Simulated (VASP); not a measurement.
# Pt (Pm-3m) in VASP: a series of runs

Pt is run at these levels: PBE; tasks: single point.

All numbers are computed with VASP 6.6.1; they aren't measurements. Logs are shortened: lines on timing, memory, paths and dates and some standing lists are left out, and cuts for length are marked.

## 1. The cell of the first run

It takes space group Pm-3m (No. 221, cubic). Conventional cell: a = 2.264 Å, b = 2.264 Å, c = 2.264 Å, α = 90.00°, β = 90.00°, γ = 90.00°. Within 3.0 Å of Pt (site symmetry m-3m) lie 6 Pt at 2.26 Å.

This isn't the form of Pt at room conditions, which is fcc.

## 2. Single point, PBE

File INCAR:

```
PREC     = Accurate       # precision mode
ENCUT    = 520            # plane-wave cutoff, eV
EDIFF    = 1E-7           # SCF threshold, eV
ISMEAR   = -1             # smearing method
SIGMA    = 0.05           # smearing width, eV
LREAL    = F              # projectors in reciprocal space
LASPH    = T              # aspherical terms in the spheres
NELM     = 100            # most SCF steps
ALGO     = Normal         # electronic algorithm
ISIF     = 2              # what is computed and relaxed
LWAVE    = F              # write WAVECAR
LCHARG   = F              # write CHGCAR
GGA      = PE             # functional
NBANDS   = 11             # bands
```

File KPOINTS:

```
Automatic mesh
0
Gamma
  17 17 17
```

File POSCAR:

```
Pt
1.0
    2.2642213331      0.0000000000      0.0000000000
    0.0000000000      2.2642213331      0.0000000000
    0.0000000000      0.0000000000      2.2642213331
Pt
1
Direct
    0.0000000000      0.0000000000      0.0000000000
```

Potentials or basis: VASP PAW PBE potentials, release 64 (Pt).

Launch:

```console
cat potpaw_PBE.64/Pt/POTCAR > POTCAR
mpirun -np 1 vasp_std > vasp.out
```

OUTCAR:

```text
PREC = Accurate
   ENCUT = 520
   EDIFF = 1E-7
   ISMEAR = -1
   LREAL = F
   LASPH = T
   NELM = 100
   ISIF = 2
   GGA = PE

 ion  position               nearest neighbor table
   1  0.000  0.000  0.000-

  LATTYP: Found a simple cubic cell.
 ALAT       =     2.2642213331

  Lattice vectors:

 A1 = (   2.2642213331,   0.0000000000,   0.0000000000)
 A2 = (   0.0000000000,   2.2642213331,   0.0000000000)
 A3 = (   0.0000000000,   0.0000000000,   2.2642213331)

Analysis of symmetry for initial positions (statically):
=====================================================================
 Subroutine PRICEL returns:
 Original cell was already a primitive cell.

 Routine SETGRP: Setting up the symmetry group for a
 simple cubic supercell.

 Subroutine GETGRP returns: Found 48 space group operations
 (whereof 48 operations were pure point group operations)
 out of a pool of 48 trial point group operations.

The static configuration has the point symmetry O_h .

Analysis of symmetry for dynamics (positions and initial velocities):
=====================================================================
 Subroutine PRICEL returns:
 Original cell was already a primitive cell.

 Routine SETGRP: Setting up the symmetry group for a
 simple cubic supercell.

 Subroutine GETGRP returns: Found 48 space group operations
 (whereof 48 operations were pure point group operations)
 out of a pool of 48 trial point group operations.

The dynamic configuration has the point symmetry O_h .

 Subroutine INISYM returns: Found 48 space group operations
 (whereof 48 operations are pure point group operations),
 and found     1 'primitive' translations

----------------------------------------------------------------------------------------

                                     Primitive cell

  volume of cell :      11.6080

  direct lattice vectors                    reciprocal lattice vectors
     2.264221333  0.000000000  0.000000000     0.441652936  0.000000000  0.000000000
     0.000000000  2.264221333  0.000000000     0.000000000  0.441652936  0.000000000
     0.000000000  0.000000000  2.264221333     0.000000000  0.000000000  0.441652936

  length of vectors
     2.264221333  2.264221333  2.264221333     0.441652936  0.441652936  0.441652936

  position of ions in fractional coordinates (direct lattice)
     0.000000000  0.000000000  0.000000000

  ion indices of the primitive-cell ions
   primitive index   ion index
                 1           1

----------------------------------------------------------------------------------------

 KPOINTS: Automatic mesh

Automatic generation of k-mesh.
 Grid dimensions read from file:
 generate k-points for:   17   17   17

 Generating k-lattice:

  Cartesian coordinates                     Fractional coordinates (reciprocal lattice)
     0.025979584  0.000000000  0.000000000     0.058823529  0.000000000  0.000000000
     0.000000000  0.025979584  0.000000000     0.000000000  0.058823529  0.000000000
     0.000000000  0.000000000  0.025979584     0.000000000  0.000000000  0.058823529

  Length of vectors
     0.025979584  0.025979584  0.025979584

  Shift w.r.t. Gamma in fractional coordinates (k-lattice)
     0.000000000  0.000000000  0.000000000

 Subroutine IBZKPT returns following result:
 ===========================================

 Found    165 irreducible k-points:

 Following reciprocal coordinates:
            Coordinates               Weight
  0.000000  0.000000  0.000000      1.000000
  0.058824  0.000000  0.000000      6.000000
  0.117647  0.000000  0.000000      6.000000
  0.176471  0.000000  0.000000      6.000000
  0.235294  0.000000  0.000000      6.000000
  0.294118  0.000000  0.000000      6.000000
[... 16 lines left out ...]
  0.411765  0.117647  0.000000     24.000000
  0.470588  0.117647  0.000000     24.000000
 [... further k-points ...]
   k-points           NKPTS =    165   k-points in BZ     NKDIM =    165   number of bands    NBANDS=     11
   number of dos      NEDOS =    301   number of ions     NIONS =      1
   total plane-waves  NPLWV =   5832
   dimension x,y,z NGX =    18 NGY =   18 NGZ =   18
   dimension x,y,z NGXF=    36 NGYF=   36 NGZF=   36
   ions per type =               1
   NGX,Y,Z   is equivalent  to a cutoff of  13.22, 13.22, 13.22 a.u.
   NGXF,Y,Z  is equivalent  to a cutoff of  26.43, 26.43, 26.43 a.u.
 SYSTEM =  unknown system
   PREC   = accura    normal or accurate (medium, high low for compatibility)
   ISTART =      0    job   : 0-new  1-cont  2-samecut
   ICHARG =      2    charge: 1-file 2-atom 10-const
   ISPIN  =      1    spin polarized calculation?
   LNONCOLLINEAR =      F non collinear calculations
   LSORBIT =      F    spin-orbit coupling
   LASPH  =      T    aspherical Exc in radial PAW
   ENCUT  =  520.0 eV  38.22 Ry    6.18 a.u.   4.21  4.21  4.21*2*pi/ulx,y,z
   NELM   =    100;   NELMIN=  2; NELMDL= -5     # of ELM steps
   EDIFF  = 0.1E-06   stopping-criterion for ELM
   LREAL  =      F    real-space projection
   EDIFFG = 0.1E-05   stopping-criterion for IOM
   NSW    =      0    number of steps for IOM
   IBRION =     -1    ionic relax: 0-MD 1-quasi-New 2-CG
   NFREE  =      0    steps in history (QN), initial steepest desc. (CG)
   ISIF   =      2    stress and relaxation
   ISYM   =      2    0-nonsym 1-usesym 2-fastsym
   POTIM  = 0.5000    time-step for ionic-motion
   TEBEG  =    0.0;   TEEND  =   0.0 temperature during run
   PSTRESS=    0.0 pullay stress
   NELECT =      10.0000    total number of electrons
   NUPDOWN=      -1.0000    fix difference up-down
   EMIN   =  10.00;   EMAX   =-10.00  energy-range for DOS
   EFERMI =   0.00;   METHOD = LEGACY
   ISMEAR =    -1;   SIGMA  =   0.05  broadening in eV -4-tet -1-fermi 0-gaus
   EFERMI_NEDOS =   21; number of points for ismear=-14 and -15
   IALGO  =     38    algorithm
   IMIX   =      4    mixing-type and parameters
     AMIX     =   0.40;   BMIX     =  1.00
     AMIX_MAG =   1.60;   BMIX_MAG =  1.00
  volume/ion in A,a.u.               =      11.61        78.33
  Fermi-wavevector in a.u.,A,eV,Ry     =   1.557720  2.943663 33.014406  2.426490
  Thomas-Fermi vector in A             =   2.661329
   LORBIT       =      0    0 simple, 1 ext, 2 COOP (PROOUT), +10 PAW based schemes
   GGA     = PE    functional components
   LHFCALC =     F    Hartree Fock is set to
   AEXX    =    0.0000 exact exchange contribution
   IVDW    =     0    specifies the selected vdW correction
   LEPSILON=     F    determine dielectric tensor
   LRPA    =     F    only Hartree local field effects (RPA)
 non-spin polarized calculation
  energy-cutoff  :      520.00
  volume of cell :       11.61
 maximum number of plane-waves:       320
 NGX is ok and might be reduce to    18
   NGX =  9   NGY =  9   NGZ =  9

 number of electron      10.0000003 magnetization

 Free energy of the ion-electron system (eV)
  ---------------------------------------------------
  ext. energy  EPLUGINS =         0.00000000
  ---------------------------------------------------
  free energy    TOTEN  =        -2.31620648 eV

  energy without entropy =       -2.31092492  energy(sigma->0) =       -2.31356570

 E-fermi :  17.1859     XC(G=0): -14.9428

 val. band max:       17.1801576646   @ k =   0.1176   0.1176   0.0588
 cond. band min:      17.2040417962   @ k =   0.4706   0.1176   0.0588
 fundamental gap:      0.0238841316
 Fermi energy:        17.1858826586

 k-point     1 :       0.0000    0.0000    0.0000
  band No.  band energies     occupation
      1       3.8858      2.00000
      2       6.5551      2.00000
      3       6.5551      2.00000
      4      18.0066      0.00000
      5      18.0066      0.00000
      6      18.0066      0.00000
      7      34.5501      0.00000
      8      34.5501      0.00000
      9      34.5501      0.00000
     10      43.1163      0.00000
     11      45.8419      0.00000

 k-point     2 :       0.0588    0.0000    0.0000
  band No.  band energies     occupation
      1       4.0385      2.00000
      2       6.5896      2.00000
      3       6.7315      2.00000
      4      17.7909      0.00001
      5      17.7909      0.00001
      6      18.0224      0.00000
      7      33.7147      0.00000
      8      34.8576      0.00000
      9      34.8576      0.00000
     10      43.6799      0.00000
     11      43.7187      0.00000

 k-point     3 :       0.1176    0.0000    0.0000
  band No.  band energies     occupation
      1       4.4469      2.00000
      2       6.6897      2.00000
      3       7.2863      2.00000
      4      17.2111      0.75286
      5      17.2111      0.75285
      6      18.0678      0.00000
      7      31.8964      0.00000
      8      35.6980      0.00000
      9      35.6980      0.00000
     10      41.1661      0.00000
     11      44.4256      0.00000

 k-point     4 :       0.1765    0.0000    0.0000
  band No.  band energies     occupation
      1       4.9959      2.00000
      2       6.8449      2.00000
      3       8.2575      2.00000
      4      16.4191      2.00000
      5      16.4191      2.00000
      6      18.1373      0.00000
      7      29.8847      0.00000
      8      36.8812      0.00000
      9      36.8812      0.00000
     10      38.8926      0.00000
     11      44.6757      0.00000
[... 239 lines left out ...]
 k-point    22 :       0.3529    0.1176    0.0000
  band No.  band energies     occupation
      1       7.1518      2.00000
      2       8.1876      2.00000
      3      11.4045      2.00000
      4      14.2284      2.00000
      5      14.8861      2.00000
      6      17.6852      0.00009
      7      26.2005      0.00000
      8      34.7164      0.00000
      9      37.4149      0.00000
     10      42.1478      0.00000
     11      44.1903      0.00000

 k-point    23 :       0.4118    0.1176    0.0000
  band No.  band energies     occupation
      1       7.5174      2.00000
      2       8.4585      2.00000
      3      11.2068      2.00000
      4      13.7745      2.00000
      5      15.9318      2.00000
      6      17.7567      0.00002
      7      25.5203      0.00000
      8      33.9892      0.00000
      9      38.0657      0.00000
     10      41.7372      0.00000
     11      43.2037      0.00000

 k-point    24 :       0.4706    0.1176    0.0000
  band No.  band energies     occupation
      1       7.7073      2.00000
      2       8.6590      2.00000
      3      10.9674      2.00000
      4      13.5402      2.00000
      5      16.6336      1.99997
      6      17.7955      0.00001
      7      25.2922      0.00000
      8      33.5880      0.00000
      9      38.5588      0.00000
     10      40.0979      0.00000
     11      43.8690      0.00000

 [... further k-points ...]

------------------------ aborting loop because EDIFF is reached ----------------------------------------

  FORCE on cell =-STRESS in cart. coord.  units (eV):
  Direction    XX          YY          ZZ          XY          YZ          ZX
  --------------------------------------------------------------------------------------
  -------------------------------------------------------------------------------------
  Total       18.6692878     18.6692878     18.6692878      0.0000000      0.0000000      0.0000000
  in kB     2576.8058574   2576.8058574   2576.8058574      0.0000000      0.0000000      0.0000000
  external PRESSURE =    2576.8058574 kB  Pullay stress =       0.0000000 kB

 VOLUME and BASIS-vectors are now :
 -----------------------------------------------------------------------------
  energy-cutoff  :      520.00
  volume of cell :       11.61
      direct lattice vectors                 reciprocal lattice vectors
     2.264221333  0.000000000  0.000000000     0.441652936  0.000000000  0.000000000
     0.000000000  2.264221333  0.000000000     0.000000000  0.441652936  0.000000000
     0.000000000  0.000000000  2.264221333     0.000000000  0.000000000  0.441652936

 POSITION                                       TOTAL-FORCE (eV/Angst)
 -----------------------------------------------------------------------------------
      0.00000      0.00000      0.00000         0.000000      0.000000      0.000000
 -----------------------------------------------------------------------------------
    total drift:                                0.000000      0.000000      0.000000

  FREE ENERGIE OF THE ION-ELECTRON SYSTEM (eV)
  ---------------------------------------------------
  free  energy   TOTEN  =        -2.3162064838 eV

  energy  without entropy=       -2.3109249163  energy(sigma->0) =       -2.31356570
```

It took 30 s on 1 thread of Intel Xeon 8259CL, shared host; peak memory 0.13 GiB.

Results:

| Quantity | Value |
| --- | --- |
| Free energy | -2.3162 eV |
| Pressure | 257.7 GPa |
| Band gap on the k mesh | zero (bands 5 and 6 overlap by 6.20 eV) |

Caveat: the cell stands under pressure; spin-orbit coupling is left out, which moves the levels of the heavy elements.

## 3. Single point, PBE

Changes to INCAR since step 2:

```diff
@@ -2,3 +2,3 @@
 ENCUT    = 520            # plane-wave cutoff, eV
-EDIFF    = 1E-7           # SCF threshold, eV
+EDIFF    = 1E-6           # SCF threshold, eV
 ISMEAR   = -1             # smearing method
@@ -7,3 +7,3 @@
 LASPH    = T              # aspherical terms in the spheres
-NELM     = 100            # most SCF steps
+NELM     = 80             # most SCF steps
 ALGO     = Normal         # electronic algorithm
```

KPOINTS is that of step 2.

File POSCAR:

```
Pt
1.0
    2.2641411861      0.0000000000      0.0000000000
    0.0000000000      2.2641411861      0.0000000000
    0.0000000000      0.0000000000      2.2641411861
Pt
1
Direct
    0.0000000000      0.0000000000      0.0000000000
```

Potentials or basis: VASP PAW PBE potentials, release 64 (Pt).

Launch:

```console
cat potpaw_PBE.64/Pt/POTCAR > POTCAR
mpirun -np 1 vasp_std > vasp.out
```

It took 28 s on 1 thread of Intel Xeon 8259CL, shared host; peak memory 0.14 GiB.

Results (log left out):

```
Free energy            : -2.3142 eV
Pressure               : 257.8 GPa
Band gap on the k mesh : zero (bands 5 and 6 overlap by 6.20 eV)
```

Levels at points of the mesh, in eV from the Fermi level:
```
           k point  band 1  band 2  band 3  band 4  band 5  band 6  band 7  band 8  band 9  band 10
(0.00, 0.00, 0.00)  -13.30  -10.63  -10.63    0.82    0.82    0.82   17.36   17.36   17.36    25.93
```

Caveat: the cell stands under pressure; spin-orbit coupling is left out, which moves the levels of the heavy elements.
